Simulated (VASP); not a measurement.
Wanted: the native input for a VASP 6.6.1 run.

```
Task                   : single point
Functional             : LDA
Potentials or basis    : VASP PAW LDA potentials, release 64 (Cd)
Cutoff                 : 500 eV
k mesh                 : 7 × 7 × 10
Occupations            : fermi-dirac, width 0.1 eV
Spin                   : no spin polarisation
Dipole correction      : no
Further INCAR settings : ALGO = Normal; EDIFF = 1e-06; NBANDS = 25
```

The structure of Cd lies in POSCAR:

```
Cd
1.0
    4.9258318957      0.0000000000      0.0000000000
   -2.4629159479      4.2658955565      0.0000000000
    0.0000000000      0.0000000000      2.9307664872
Cd
3
Direct
    0.0000000000      0.0000000000      0.0000000000
    0.3333333333      0.6666666667      0.5000000000
    0.6666666667      0.3333333333      0.5000000000
```

This isn't the form of Cd at room conditions, which is hcp.

The input as run:

INCAR

```
PREC     = Accurate       # precision mode
ENCUT    = 500            # plane-wave cutoff, eV
EDIFF    = 1E-6           # SCF threshold, eV
ISMEAR   = -1             # smearing method
SIGMA    = 0.1            # smearing width, eV
LREAL    = F              # projectors in reciprocal space
LASPH    = T              # aspherical terms in the spheres
NELM     = 120            # most SCF steps
ALGO     = Normal         # electronic algorithm
ISIF     = 2              # what is computed and relaxed
LWAVE    = F              # write WAVECAR
LCHARG   = F              # write CHGCAR
NBANDS   = 25             # bands
GGA_COMPAT= F
```

KPOINTS

```
Automatic mesh
0
Gamma
  7 7 10
```

Potentials or basis: VASP PAW LDA potentials, release 64 (Cd).

Run with:

```bash
$ cat potpaw_LDA.64/Cd/POTCAR > POTCAR
$ mpirun -np 1 vasp_std > vasp.out
```

Results of the run:

The pressure is 0.6 GPa and the band gap on the k mesh is zero (bands 18 and 19 overlap by 4.45 eV).

Run time: 44 s on 1 thread of Intel(R) Xeon(R) Platinum 8259CL CPU @ 2.50GHz (Skylake/Cascade Lake), with other jobs on the host, peak memory 0.18 GiB.
